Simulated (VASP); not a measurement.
Here is a VASP 6.6.1 calculation.

The input INCAR:

```
SYSTEM = Sc
PREC = Accurate ; ENCUT = 520
EDIFF = 1E-6 ; ISMEAR = -1
SIGMA = 0.05 ; LREAL = .FALSE.
LASPH = .TRUE. ; NELM = 80
ALGO = Normal ; ISIF = 2
LWAVE = .FALSE. ; LCHARG = .TRUE.
GGA = PE ; LELF = .TRUE.
LVHAR = .TRUE. ; NBANDS = 24
```

The input KPOINTS:

```
regular mesh
0
G
  8 8 11
  0 0 0
```

The input POSCAR:

```
Sc
1.0
    4.9823220613      0.0000000000      0.0000000000
   -2.4911610306      4.3148174749      0.0000000000
    0.0000000000      0.0000000000      3.1436658839
Sc
3
Direct
    0.0000000000      0.0000000000      0.0000000000
    0.3333333333      0.6666666667      0.5000000000
    0.6666666667      0.3333333333      0.5000000000
```

Potentials or basis: VASP PAW PBE potentials, release 64 (Sc_sv).

Run with:

```sh
$ cat potpaw_PBE.64/Sc_sv/POTCAR > POTCAR
$ mpirun -np 1 vasp_std > vasp.out
```

Problem. Predict the pressure.

Solution. 5.1 GPa.

Problem. Estimate the band gap on the k mesh.

Solution. Zero (an odd number of electrons rules out a gap without spin polarisation).

Caveat: the cell stands under pressure.
